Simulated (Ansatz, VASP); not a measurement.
# Two plane-wave programs on Ge2Sb2Te5

Contents of INCAR:

```
SYSTEM = Ge2Sb2Te5
ALGO     = Normal         ! electronic algorithm
EDIFF    = 1E-6           ! SCF threshold, eV
ENCUT    = 520            ! plane-wave cutoff, eV
GGA      = RE             ! functional
ISIF     = 2              ! what is computed and relaxed
ISMEAR   = -1             ! smearing method
LASPH    = .TRUE.         ! aspherical terms in the spheres
LCHARG   = .TRUE.         ! write CHGCAR
LELF     = .TRUE.         ! ELF
LREAL    = .FALSE.        ! projectors in reciprocal space
LVHAR    = .TRUE.       
LWAVE    = .FALSE.        ! write WAVECAR
NBANDS   = 44             ! bands
NELM     = 100            ! most SCF steps
PREC     = Accurate       ! precision mode
SIGMA    = 0.05           ! smearing width, eV
```

File KPOINTS:

```
k-points
0
G
  5 5 4
  0 0 0
```

The input POSCAR:

```
Ge2Sb2Te5
1.0
    6.8391360000     -3.0660060000      0.0000000000
    6.8391360000      3.0660060000      0.0000000000
   -6.8309770000      0.0000000000      6.8476090000
Te Sb Ge
5 2 2
Direct
    0.5947020000      0.5947020000      0.3864330000
    0.7952880000      0.7952880000      0.1961120000
    0.0083240000      0.0083240000      0.0064350000
    0.2065190000      0.2065190000      0.8098030000
    0.3999590000      0.3999590000      0.5971180000
    0.9017080000      0.9017080000      0.5878730000
    0.1118700000      0.1118700000      0.4173520000
    0.2842870000      0.2842870000      0.1878300000
    0.4973430000      0.4973430000      0.0110440000
```

Contents of input.yaml:

```yaml
crystal:
  lattice:
    - [6.839136, -3.066006, 0.0]
    - [6.839136, 3.066006, 0.0]
    - [-6.830977, 0.0, 6.847609]
  atoms:
    - { symbol: Te, position: [0.594702, 0.594702, 0.386433] }
    - { symbol: Te, position: [0.795288, 0.795288, 0.196112] }
    - { symbol: Te, position: [0.008324, 0.008324, 0.006435] }
    - { symbol: Te, position: [0.206519, 0.206519, 0.809803] }
    - { symbol: Te, position: [0.399959, 0.399959, 0.597118] }
    - { symbol: Sb, position: [0.901708, 0.901708, 0.587873] }
    - { symbol: Sb, position: [0.11187, 0.11187, 0.417352] }
    - { symbol: Ge, position: [0.284287, 0.284287, 0.18783] }
    - { symbol: Ge, position: [0.497343, 0.497343, 0.011044] }
hamiltonian:
  xc: revpbe
  pseudopotentials: { kind: paw }
kpoints:
  mp_grid: { grid: [5, 5, 4] }
  band_path:
    path:
      - [[-0.5, -0.5, 0.5], [0.0, 0.0, 0.0], [0.0, 0.0, -0.5]]
      - [[-0.5, -0.5, 0.0], [0.0, 0.0, 0.0], [0.5, 0.0, 0.0]]
      - [[0.0, -0.5, 0.5], [0.0, 0.0, 0.0], [0.5, 0.0, -0.5]]
      - [[0.0, -0.5, 0.0], [0.0, 0.0, 0.0]]
    npoints: 10
scf:
  occupations: { method: fermi_dirac, width: 0.05 }
  n_extra_bands: 22
output:
  forces: true
  stress: true
  eigenvalues: true
  fatbands: false
  write_density: true
  write_potential: true
  elf: true
  volumetric_format: npy
```

Alike in both runs: functional revPBE; k mesh 5 × 5 × 4; occupations fermi-dirac, width 0.05 eV; no spin polarisation.

```csv
,VASP,Ansatz
version,VASP 6.6.1,Ansatz 0.2.0
potentials or method,"VASP PAW PBE potentials, release 64 (Te, Sb, Ge_d)",Ansatz PAW
plane-wave cutoff (eV),520,420
valence electrons in the cell,68,138
task,single point,band structure
```

```tsv
	VASP	Ansatz	Ansatz less VASP
gap on the k mesh at the Fermi level (eV)	0.25	0.26	+0.003
least direct gap on the mesh (eV)	0.33	0.33	+0.003
pressure (GPa)	0.8	0.9	+0.04
traceless stress, the component that is largest in VASP (GPa)	-0.27	-0.26	+0.015
rms of the force components (eV/Å)	0.060	0.062	+0.0020
```

VASP's potentials were made for PBE, not for revPBE. Atom by atom the forces differ by 0.004 eV/Å (rms over components). VASP's potentials hold 68 valence electrons a cell and Ansatz's 138, so a difference there can come from the potentials and not from the codes.

Neither program's run includes spin-orbit coupling. Noted on Ansatz's run: the k mesh misses the band edges, so the gap on the mesh is wider than the one along the path.
